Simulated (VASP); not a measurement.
Write the native input for VASP 6.6.1 that does the following.

| Property | Result |
| --- | --- |
| Task | single point |
| Functional | PBE |
| Potentials or basis | VASP PAW PBE potentials, release 64 (Mo_sv) |
| Cutoff | 520 eV |
| k mesh | 20 × 20 × 20 |
| Occupations | gaussian, width 0.15 eV |
| Spin | no spin polarisation |
| Dipole correction | no |
| Further INCAR settings | ALGO = Fast; EDIFF = 1e-06; NBANDS = 13 |

The structure of Mo lies in POSCAR:

```
Mo
1.0
   -0.1100565412      2.0010280217      2.3011822250
    1.8909714805      0.0000000000      2.1911256838
    2.0010280217      2.0010280217     -0.1100565412
Mo
1
Direct
    0.0000000000      0.0000000000      0.0000000000
```

This cell differs from its parent crystal: engineering shear strain xz -0.1100, normal strain along z +0.1500.

These files were run (other wordings do the same):

INCAR

```
SYSTEM = Mo
PREC = Accurate
ENCUT = 520
EDIFF = 1E-6
ISMEAR = 0
SIGMA = 0.15
LREAL = .FALSE.
LASPH = .TRUE.
NELM = 60
ALGO = Fast
ISIF = 2
LWAVE = .FALSE.
LCHARG = .FALSE.
GGA = PE
NBANDS = 13
```

KPOINTS

```
regular mesh
0
G
  20 20 20
  0 0 0
```

Potentials or basis: VASP PAW PBE potentials, release 64 (Mo_sv).

Launch:

```sh
$ cat potpaw_PBE.64/Mo_sv/POTCAR > POTCAR
$ mpirun -np 1 vasp_std > vasp.out
```

Results of the run:

| Item | Value |
| --- | --- |
| Pressure | -23.6 GPa |
| Band gap on the k mesh | zero (band 7 reaches 12.72 eV, above the bottom of band 8 at 9.43 eV) |

Caveat: the cell differs from its parent crystal (engineering shear strain xz -0.1100, normal strain along z +0.1500).

Wall time 4.1 min on 1 thread of Intel Xeon 6975P-C, with other jobs on the host, peak memory 0.55 GiB.
